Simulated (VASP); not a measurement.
SnO:

```
Sn O
1.0
     0.00000    2.21333    2.21333
     2.21333    0.00000    2.21333
     2.21333    2.21333    0.00000
Sn O
1 1
Direct
  0.00000 0.00000 0.00000
  0.25000 0.25000 0.25000
```

| Property | Result |
| --- | --- |
| Program | VASP 6.6.1 |
| Task | relaxation of cell and atoms |
| Functional | PBE |
| Potentials or basis | VASP PAW PBE potentials, release 64 (Sn_d, O_h) |
| Cutoff | 1340 eV |
| k mesh | 10 × 10 × 10 |
| Occupations | fermi-dirac, width 0.02 eV |
| Spin | no spin polarisation |

At the start: pressure 140.7 GPa; volume 10.84 Å³/atom.

Task: Where does the relaxation end?

Result: Over 5 steps the energy falls by 2383.8 meV/atom and the volume is 20.44 Å³/atom (+88.5 %); space group F-43m (No. 216, to 0.1 Å) before and after.

Step by step:
```
step  energy change (eV)  largest force (eV/Å)  pressure (GPa)  volume (Å³)
   1              0.0000                0.0000          140.68        21.69
   2             -2.8873                0.0000          -17.60        67.39
   3             -4.7675                0.0000            0.22        40.72
   4             -4.7672                0.0000           -0.46        41.19
   5             -4.7676                0.0000            0.00        40.87
```

Final structure:
```xyz
2
Lattice="0.0000 2.7340 2.7340 2.7340 0.0000 2.7340 2.7340 2.7340 0.0000" Properties=species:S:1:pos:R:3 pbc="T T T"
Sn    2.7340    2.7340    0.0000
O     1.3670    1.3670    1.3670
```

Caveat: the volume moved by over 15 % at a fixed basis, so the end points are rough; the structure was generated, so it needn't be the stable form of SnO.
